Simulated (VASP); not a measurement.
# Mo (P6/mmm) in VASP: further runs

Runs on Mo. Level: PBE. Tasks: single point, relaxation of cell and atoms.

All numbers are computed with VASP 6.6.1; they aren't measurements. Logs are shortened: lines on timing, memory, paths and dates and some standing lists are left out, and cuts for length are marked.

## 1. The cell of the first run

The structure is hexagonal, space group P6/mmm (No. 191). The conventional cell has a = 2.770 Å, b = 2.770 Å, c = 2.526 Å, α = 90.00°, β = 90.00°, γ = 120.00°. Within 3.3 Å of Mo (site symmetry 6/mmm) lie 8 Mo at 2.53 to 2.77 Å.

This isn't the form of Mo at room conditions, which is bcc.

## 2. Single point, PBE

File INCAR:

```
ALGO = Normal
EDIFF = 1E-6
ENCUT = 520
GGA = PE
ISIF = 2
ISMEAR = 0
LASPH = T
LCHARG = T
LELF = T
LREAL = F
LVHAR = T
LWAVE = F
NBANDS = 13
NELM = 100
PREC = Accurate
SIGMA = 0.1
```

File KPOINTS:

```
k-points
0
Gamma
  18 18 16
```

File POSCAR:

```
Mo
1.0
    2.7701999736      0.0000000000      0.0000000000
   -1.3850999868      2.3990635507      0.0000000000
    0.0000000000      0.0000000000      2.5259383193
Mo
1
Direct
    0.0000000000      0.0000000000      0.5000000000
```

Potentials or basis: VASP PAW PBE potentials, release 64 (Mo_sv).

Command:

```sh
$ cat potpaw_PBE.64/Mo_sv/POTCAR > POTCAR
$ mpirun -np 1 vasp_std > vasp.out
```

OUTCAR:

```text
EDIFF = 1E-6
   ENCUT = 520
   GGA = PE
   ISIF = 2
   ISMEAR = 0
   LASPH = T
   LREAL = F
   NELM = 100
   PREC = Accurate

 ion  position               nearest neighbor table
   1  0.000  0.000  0.500-

  LATTYP: Found a hexagonal cell.
 ALAT       =     2.7701999736
 C/A-ratio  =     0.9118252629

  Lattice vectors:

 A1 = (   2.7701999736,   0.0000000000,   0.0000000000)
 A2 = (  -1.3850999868,   2.3990635507,   0.0000000000)
 A3 = (   0.0000000000,   0.0000000000,   2.5259383193)

Analysis of symmetry for initial positions (statically):
=====================================================================
 Subroutine PRICEL returns:
 Original cell was already a primitive cell.

 Routine SETGRP: Setting up the symmetry group for a
 hexagonal supercell.

 Subroutine GETGRP returns: Found 24 space group operations
 (whereof 24 operations were pure point group operations)
 out of a pool of 24 trial point group operations.

The static configuration has the point symmetry D_6h.

Analysis of symmetry for dynamics (positions and initial velocities):
=====================================================================
 Subroutine PRICEL returns:
 Original cell was already a primitive cell.

 Routine SETGRP: Setting up the symmetry group for a
 hexagonal supercell.

 Subroutine GETGRP returns: Found 24 space group operations
 (whereof 24 operations were pure point group operations)
 out of a pool of 24 trial point group operations.

The dynamic configuration has the point symmetry D_6h.

 Subroutine INISYM returns: Found 24 space group operations
 (whereof 24 operations are pure point group operations),
 and found     1 'primitive' translations

----------------------------------------------------------------------------------------

                                     Primitive cell

  volume of cell :      16.7871

  direct lattice vectors                    reciprocal lattice vectors
     2.770199974  0.000000000  0.000000000     0.360984770  0.208414654  0.000000000
    -1.385099987  2.399063551  0.000000000     0.000000000  0.416829308  0.000000000
     0.000000000  0.000000000  2.525938319     0.000000000  0.000000000  0.395892486

  length of vectors
     2.770199974  2.770199974  2.525938319     0.416829308  0.416829308  0.395892486

  position of ions in fractional coordinates (direct lattice)
     0.000000000  0.000000000  0.500000000

  ion indices of the primitive-cell ions
[... 81 lines left out ...]
   ISYM   =      2    0-nonsym 1-usesym 2-fastsym
   POTIM  = 0.5000    time-step for ionic-motion
   TEBEG  =    0.0;   TEEND  =   0.0 temperature during run
   PSTRESS=    0.0 pullay stress
   NELECT =      14.0000    total number of electrons
   NUPDOWN=      -1.0000    fix difference up-down
   EMIN   =  10.00;   EMAX   =-10.00  energy-range for DOS
   EFERMI =   0.00;   METHOD = LEGACY
   ISMEAR =     0;   SIGMA  =   0.10  broadening in eV -4-tet -1-fermi 0-gaus
   EFERMI_NEDOS =   21; number of points for ismear=-14 and -15
   IALGO  =     38    algorithm
   IMIX   =      4    mixing-type and parameters
     AMIX     =   0.40;   BMIX     =  1.00
     AMIX_MAG =   1.60;   BMIX_MAG =  1.00
  volume/ion in A,a.u.               =      16.79       113.28
  Fermi-wavevector in a.u.,A,eV,Ry     =   1.540963  2.911998 32.307959  2.374568
  Thomas-Fermi vector in A             =   2.646976
   LORBIT       =      0    0 simple, 1 ext, 2 COOP (PROOUT), +10 PAW based schemes
   GGA     = PE    functional components
   LHFCALC =     F    Hartree Fock is set to
   AEXX    =    0.0000 exact exchange contribution
   IVDW    =     0    specifies the selected vdW correction
   LEPSILON=     F    determine dielectric tensor
   LRPA    =     F    only Hartree local field effects (RPA)
 non-spin polarized calculation
 Gauss-broadening in eV      SIGMA  =   0.10
  energy-cutoff  :      520.00
  volume of cell :       16.79
 maximum number of plane-waves:       464
 NGX is ok and might be reduce to    24
   NGX = 11   NGY = 11   NGZ =  9

 number of electron      14.0000000 magnetization

 Free energy of the ion-electron system (eV)
  ---------------------------------------------------
  ext. energy  EPLUGINS =         0.00000000
  ---------------------------------------------------
  free energy    TOTEN  =       -10.05777792 eV

  energy without entropy =      -10.05196047  energy(sigma->0) =      -10.05486920

 E-fermi :  11.3082     XC(G=0): -12.8996

 val. band max:       11.3052292230   @ k =   0.0000   0.0000   0.4375
 cond. band min:      11.3214056366   @ k =   0.3333   0.0556   0.2500
 fundamental gap:      0.0161764136
 Fermi energy:        11.3082010325

 k-point     1 :       0.0000    0.0000    0.0000
  band No.  band energies     occupation
      1     -49.6900      2.00000
      2     -23.0380      2.00000
      3     -23.0380      2.00000
      4     -22.8435      2.00000
      5       4.6324      2.00000
      6       7.0395      2.00000
      7      10.4453      2.00000
      8      10.4453      2.00000
      9      15.4672      0.00000
     10      15.4672      0.00000
     11      24.1906      0.00000
     12      27.6688      0.00000
     13      31.4647      0.00000
[... 354 lines left out ...]
  band No.  band energies     occupation
      1     -49.4955      2.00000
      2     -24.1941      2.00000
      3     -23.4099      2.00000
      4     -22.7107      2.00000
      5       7.0379      2.00000
      6       8.0800      2.00000
      7      11.2941      1.15813
      8      12.7984      0.00000
      9      14.6335      0.00000
     10      16.0194      0.00000
     11      21.0765      0.00000
     12      23.6579      0.00000
     13      28.9433      0.00000

 [... further k-points ...]

------------------------ aborting loop because EDIFF is reached ----------------------------------------

  FORCE on cell =-STRESS in cart. coord.  units (eV):
  Direction    XX          YY          ZZ          XY          YZ          ZX
  --------------------------------------------------------------------------------------
  -------------------------------------------------------------------------------------
  Total        0.0427785      0.0427785      0.0707393      0.0000000     -0.0000000      0.0000000
  in kB        4.0828193      4.0828193      6.7514331      0.0000000     -0.0000000      0.0000000
  external PRESSURE =       4.9723572 kB  Pullay stress =       0.0000000 kB

 VOLUME and BASIS-vectors are now :
 -----------------------------------------------------------------------------
  energy-cutoff  :      520.00
  volume of cell :       16.79
      direct lattice vectors                 reciprocal lattice vectors
     2.770199974  0.000000000  0.000000000     0.360984770  0.208414654  0.000000000
    -1.385099987  2.399063551  0.000000000     0.000000000  0.416829308  0.000000000
     0.000000000  0.000000000  2.525938319     0.000000000  0.000000000  0.395892486

 POSITION                                       TOTAL-FORCE (eV/Angst)
 -----------------------------------------------------------------------------------
      0.00000      0.00000      1.26297         0.000000      0.000000      0.000000
 -----------------------------------------------------------------------------------
    total drift:                                0.000000      0.000000     -0.000000

  FREE ENERGIE OF THE ION-ELECTRON SYSTEM (eV)
  ---------------------------------------------------
  free  energy   TOTEN  =       -10.0577779190 eV

  energy  without entropy=      -10.0519604711  energy(sigma->0) =      -10.05486920
```

It took 58 s on 1 thread of Intel Xeon 8259CL, shared host; peak memory 0.19 GiB.

What came out:

* Free energy: -10.0578 eV
* Pressure: 0.5 GPa
* Band gap on the k mesh: zero (bands 7 and 8 overlap by 1.82 eV)

Stress tensor (GPa, compression positive):
```
0.41 0.00 0.00
0.00 0.41 0.00
0.00 0.00 0.68
```

Levels at points of the mesh, in eV from the Fermi level:
```csv
k point,band 3,band 4,band 5,band 6,band 7,band 8,band 9,band 10,band 11,band 12
"(0.00, 0.00, 0.00)",-34.35,-34.15,-6.68,-4.27,-0.86,-0.86,4.16,4.16,12.88,16.36
"(0.50, 0.00, 0.00)",-34.63,-34.02,-4.75,-3.22,0.96,1.33,3.55,4.19,9.78,13.14
"(0.00, 0.00, 0.50)",-34.17,-34.17,-3.47,0.04,0.04,0.25,0.58,0.58,10.45,16.22
"(0.50, 0.00, 0.50)",-35.31,-34.44,-5.22,-3.10,-0.61,4.59,6.06,6.51,7.21,16.26
```

## 3. Relaxation of cell and atoms, PBE

This run uses another cell than the first one, of 16.56 Å³/atom.

File INCAR:

```
SYSTEM = Mo
PREC = Accurate
ENCUT = 600
EDIFF = 1E-6
ISMEAR = 0
SIGMA = 0.1
LREAL = .FALSE.
LASPH = .TRUE.
NELM = 60
ALGO = Normal
ISIF = 3
LWAVE = .FALSE.
LCHARG = .FALSE.
GGA = PE
IBRION = 2
NSW = 100
EDIFFG = -0.005
```

File KPOINTS:

```
regular mesh
0
G
  18 18 16
  0 0 0
```

File POSCAR:

```
Mo
1.0
    2.7355103972      0.0000000000      0.0000000000
   -1.3677551986      2.3690214963      0.0000000000
    0.0000000000      0.0000000000      2.5551807000
Mo
1
Direct
    0.0000000000      0.0000000000      0.5000000000
```

Potentials or basis: VASP PAW PBE potentials, release 64 (Mo_sv).

Command:

```sh
$ cat potpaw_PBE.64/Mo_sv/POTCAR > POTCAR
$ mpirun -np 1 vasp_std > vasp.out
```

Wall time 2.8 min (1 thread of Intel Xeon 8259CL, shared host); peak memory 0.21 GiB.

It converged, with:

```
Free energy                           : -10.0576 eV
Relaxed volume                        : 16.82 Å³/atom
Relaxed cell                          : a = 2.771 Å, b = 2.771 Å, c = 2.529 Å, α = 90.00°, β = 90.00°, γ = 120.00°
Space group after relaxing (to 0.1 Å) : P6/mmm (No. 191)
Energy gained by relaxing             : 7.8 meV/atom
Ionic steps                           : 6
Pressure after relaxing               : 0.0 GPa
Band gap on the k mesh                : zero (bands 7 and 8 overlap by 1.82 eV)
```

Step by step:
| step | energy change (eV) | largest force (eV/Å) | pressure (GPa) | volume (Å³) |
| --- | --- | --- | --- | --- |
| 1 | 0.0000 | 0.0000 | 3.57 | 16.56 |
| 2 | 0.0074 | 0.0000 | -7.06 | 17.45 |
| 3 | -0.0066 | 0.0000 | -1.09 | 16.91 |
| 4 | -0.0074 | 0.0000 | 0.63 | 16.77 |
| 5 | -0.0078 | 0.0000 | -0.01 | 16.82 |
| 6 | -0.0078 | 0.0000 | 0.01 | 16.82 |

Final structure:
```
Mo
1.0
     2.77083    0.00000    0.00000
    -1.38542    2.39961    0.00000
     0.00000    0.00000    2.52950
Mo
1
Direct
  0.00000 0.00000 0.50000
```

Levels at points of the mesh, in eV from the Fermi level:
```csv
k point,band 5,band 6,band 7,band 8,band 9,band 10
"(0.00, 0.00, 0.00)",-6.67,-4.26,-0.86,-0.86,4.14,4.14
"(0.50, 0.00, 0.00)",-4.74,-3.21,0.96,1.32,3.54,4.19
"(0.00, 0.00, 0.50)",-3.47,0.03,0.03,0.24,0.59,0.59
"(0.50, 0.00, 0.50)",-5.20,-3.10,-0.60,4.58,6.03,6.50
```

## 4. Single point, PBE (strained)

File INCAR:

```
ALGO     = Normal         # electronic algorithm
EDIFF    = 1E-7           # SCF threshold, eV
ENCUT    = 520            # plane-wave cutoff, eV
GGA      = PE             # functional
ISIF     = 2              # what is computed and relaxed
ISMEAR   = 0              # smearing method
LASPH    = True           # aspherical terms in the spheres
LCHARG   = False          # write CHGCAR
LREAL    = False          # projectors in reciprocal space
LWAVE    = False          # write WAVECAR
NBANDS   = 13             # bands
NELM     = 60             # most SCF steps
PREC     = Accurate       # precision mode
SIGMA    = 0.1            # smearing width, eV
```

File KPOINTS:

```
k-points
0
Gamma
  18 18 16
```

File POSCAR:

```
Mo
1.0
    2.7167447959      0.0000000000      0.0000000000
   -1.3583723979      2.3527700088      0.0000000000
    0.0000000000      0.0000000000      2.3076858974
Mo
1
Direct
    0.0000000000      0.0000000000      0.5000000000
```

Potentials or basis: VASP PAW PBE potentials, release 64 (Mo_sv).

Command:

```sh
$ cat potpaw_PBE.64/Mo_sv/POTCAR > POTCAR
$ mpirun -np 1 vasp_std > vasp.out
```

OUTCAR:

```text
EDIFF = 1E-7
   ENCUT = 520
   GGA = PE
   ISIF = 2
   ISMEAR = 0
   LASPH = True
   LREAL = False
   NELM = 60
   PREC = Accurate

 ion  position               nearest neighbor table
   1  0.000  0.000  0.500-

  LATTYP: Found a hexagonal cell.
 ALAT       =     2.7167447959
 C/A-ratio  =     0.8494305026

  Lattice vectors:

 A1 = (   2.7167447959,   0.0000000000,   0.0000000000)
 A2 = (  -1.3583723979,   2.3527700088,   0.0000000000)
[... 563 lines left out ...]
     13      32.4077      0.00000

 [... further k-points ...]

------------------------ aborting loop because EDIFF is reached ----------------------------------------

  FORCE on cell =-STRESS in cart. coord.  units (eV):
  Direction    XX          YY          ZZ          XY          YZ          ZX
  --------------------------------------------------------------------------------------
  -------------------------------------------------------------------------------------
  Total        2.5712276      2.5712276      5.5911876      0.0000000      0.0000000      0.0000000
  in kB      279.2840252    279.2840252    607.3088767      0.0000000      0.0000000      0.0000000
  external PRESSURE =     388.6256424 kB  Pullay stress =       0.0000000 kB

 VOLUME and BASIS-vectors are now :
 -----------------------------------------------------------------------------
  energy-cutoff  :      520.00
  volume of cell :       14.75
      direct lattice vectors                 reciprocal lattice vectors
     2.716744796  0.000000000  0.000000000     0.368087574  0.212515460  0.000000000
    -1.358372398  2.352770009  0.000000000     0.000000000  0.425030919  0.000000000
     0.000000000  0.000000000  2.307685897     0.000000000  0.000000000  0.433334537

 POSITION                                       TOTAL-FORCE (eV/Angst)
 -----------------------------------------------------------------------------------
      0.00000      0.00000      1.15384         0.000000      0.000000      0.000000
 -----------------------------------------------------------------------------------
    total drift:                               -0.000000      0.000000      0.000000

  FREE ENERGIE OF THE ION-ELECTRON SYSTEM (eV)
  ---------------------------------------------------
  free  energy   TOTEN  =        -9.7792020224 eV

  energy  without entropy=       -9.7741793155  energy(sigma->0) =       -9.77669067
```

OSZICAR:

```text
N       E                     dE             d eps       ncg     rms          rms(c)
DAV:   1     0.110624054197E+03    0.11062E+03   -0.91558E+03  8767   0.113E+03
DAV:   2    -0.878916596384E+01   -0.11941E+03   -0.11534E+03  9713   0.335E+02
DAV:   3    -0.101447178776E+02   -0.13556E+01   -0.13509E+01 10133   0.365E+01
DAV:   4    -0.101485518839E+02   -0.38340E-02   -0.38339E-02  9873   0.219E+00
DAV:   5    -0.101485807962E+02   -0.28912E-04   -0.28912E-04 10338   0.161E-01    0.183E+01
DAV:   6    -0.982933498727E+01    0.31925E+00   -0.38089E-01  8898   0.753E+00    0.724E+00
DAV:   7    -0.978116245401E+01    0.48173E-01   -0.99500E-02  9558   0.372E+00    0.971E-01
DAV:   8    -0.977921066883E+01    0.19518E-02   -0.47226E-03  9123   0.855E-01    0.670E-02
DAV:   9    -0.977919585186E+01    0.14817E-04   -0.47605E-05 10628   0.837E-02    0.446E-02
DAV:  10    -0.977920198260E+01   -0.61307E-05   -0.13952E-05  9553   0.391E-02    0.144E-02
DAV:  11    -0.977920225310E+01   -0.27050E-06   -0.49781E-07  9773   0.734E-03    0.138E-03
DAV:  12    -0.977920202018E+01    0.23292E-06   -0.13412E-07  6863   0.457E-03    0.339E-04
DAV:  13    -0.977920202237E+01   -0.21901E-08   -0.30600E-09  4854   0.687E-04
   1 F= -.97792020E+01 E0= -.97766907E+01  d E =-.502271E-02
```

stdout:

```text
POSCAR found type information on POSCAR Mo
 POSCAR found :  1 types and       1 ions
 scaLAPACK will be used
 LDA part: xc-table for (Slater+PW92), standard interpolation
 POSCAR, INCAR and KPOINTS ok, starting setup
 FFT: planning ... GRIDC
 FFT: planning ... GRID_SOFT
 FFT: planning ... GRID
 WAVECAR not read
 entering main loop
```

It took 45 s on 1 thread of Intel Xeon 8259CL, shared host; peak memory 0.17 GiB.

Results:

```
Free energy            : -9.7792 eV
Pressure               : 38.9 GPa
Band gap on the k mesh : zero (bands 7 and 8 overlap by 2.30 eV)
```

Stress tensor (GPa, compression positive):
```
27.93  0.00  0.00
 0.00 27.93  0.00
 0.00  0.00 60.73
```

Caveat: the cell differs from its parent crystal (strained); the cell stands under pressure.

## 5. Overview

| task | cell | cutoff (eV) | gap on the mesh (eV) | pressure (GPa) |
| --- | --- | --- | --- | --- |
| single point | a = 2.770, b = 2.770, c = 2.526 Å, angles 90.0, 90.0, 120.0°, 1 atom | 520 | none | 0.5 |
| relaxation of cell and atoms | relaxed from a = 2.736, b = 2.736, c = 2.555 Å, angles 90.0, 90.0, 120.0°, 1 atom | 600 | none | 0.0 |
| single point | a = 2.717, b = 2.717, c = 2.308 Å, angles 90.0, 90.0, 120.0°, 1 atom | 520 | none | 38.9 |

Alike in all rows: level PBE; potentials or basis VASP PAW PBE potentials, release 64 (Mo_sv); no spin polarisation; k mesh 18 × 18 × 16; smearing gaussian 0.1 eV.

Caveats: the cell stands under pressure (at least some runs).

Absolute energies hang on the potentials; compare differences alone.
